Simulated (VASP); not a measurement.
Set up this calculation in VASP 6.6.1, as the native input.

```yaml
Task: single point
Functional: PBE
Potentials_or_basis: VASP PAW PBE potentials, release 64 (Ba_sv, Hf_pv, O)
Cutoff: 600 eV
k_mesh: 3 × 3 × 3
Occupations: gaussian, width 0.15 eV
Spin: no spin polarisation
Dipole_correction: no
Further_INCAR_settings: ALGO = Normal; EDIFF = 1e-06; NBANDS = 27
```

The structure of BaHfO3 lies in POSCAR:

```
BaHfO3
1.0
    2.9800457197     -2.9798067463      0.0023875448
    2.9800457197      2.9798067463      0.0023875448
   -0.0031054560      0.0000000000      4.2126795117
Ba Hf O
1 1 3
Direct
    0.9969373847      0.9969373847      0.9875186046
    0.4980918769      0.4980918769      0.4873817212
    0.5009159671      0.9994410272      0.4872326240
    0.4998926941      0.4998926941      0.9873444461
    0.9994410272      0.5009159671      0.4872326240
```

The cell was generated, and may not be a known phase.

One way to write it, as run:

INCAR

```
PREC = Accurate
ENCUT = 600
EDIFF = 1E-6
ISMEAR = 0
SIGMA = 0.15
LREAL = F
LASPH = T
NELM = 120
ALGO = Normal
ISIF = 2
LWAVE = F
LCHARG = T
GGA = PE
LELF = T
LVHAR = T
NBANDS = 27
GGA_COMPAT = F
```

KPOINTS

```
regular mesh
0
Gamma
  3 3 3
```

Potentials or basis: VASP PAW PBE potentials, release 64 (Ba_sv, Hf_pv, O).

Launch:

```console
$ cat potpaw_PBE.64/Ba_sv/POTCAR potpaw_PBE.64/Hf_pv/POTCAR potpaw_PBE.64/O/POTCAR > POTCAR
$ mpirun -np 1 vasp_std > vasp.out
```

Results of the run:

The pressure is -1.4 GPa, the largest force is 0.022 eV/Å and the band gap on the k mesh is 3.74 eV.

Caveat: the k points lie up to 0.50 Å⁻¹ apart; spin-orbit coupling is left out, which moves the levels of the heavy elements.

Wall time 34 s on 1 thread of AMD EPYC 7R43 64-Core Processor (Zen 3), with other jobs on the host, peak memory 0.18 GiB.
